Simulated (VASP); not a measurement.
Wanted: the native input for a VASP 6.6.1 run.

```
Task                   : single point
Functional             : LDA
Potentials or basis    : VASP PAW LDA potentials, release 64 (Ag, Cl)
Cutoff                 : 520 eV
k mesh                 : 10 × 10 × 10
Occupations            : gaussian, width 0.05 eV
Spin                   : no spin polarisation
Dipole correction      : no
Further INCAR settings : ALGO = Normal; EDIFF = 1e-06; NBANDS = 16
```

The structure of AgCl lies in POSCAR:

```
AgCl
1.0
    0.0000000000      2.6058272343      2.6773114500
    2.6058272343      0.0000000000      2.6773114500
    2.6058272343      2.6058272343      0.0000000000
Ag Cl
1 1
Direct
    0.5092676765      0.4907323235      0.5092676765
   -0.0281999317      0.0281999317     -0.0281999317
```

The input as run:

INCAR

```
PREC = Accurate
ENCUT = 520
EDIFF = 1E-6
ISMEAR = 0
SIGMA = 0.05
LREAL = F
LASPH = T
NELM = 100
ALGO = Normal
ISIF = 2
LWAVE = F
LCHARG = F
GGA = CA
NBANDS = 16
```

KPOINTS

```
regular mesh
0
Gamma
  10 10 10
```

Potentials or basis: VASP PAW LDA potentials, release 64 (Ag, Cl).

Run with:

```bash
$ cat potpaw_LDA.64/Ag/POTCAR potpaw_LDA.64/Cl/POTCAR > POTCAR
$ mpirun -np 1 vasp_std > vasp.out
```

Results of the run:

```yaml
Pressure: 5.7 GPa
Largest_force: 0.691 eV/Å
Band_gap_on_the_k_mesh: 0.68 eV, indirect (least direct gap 2.89 eV)
```

Run time: 67 s on 1 thread of Intel Xeon 6975P-C, with other jobs on the host, peak memory 0.21 GiB.
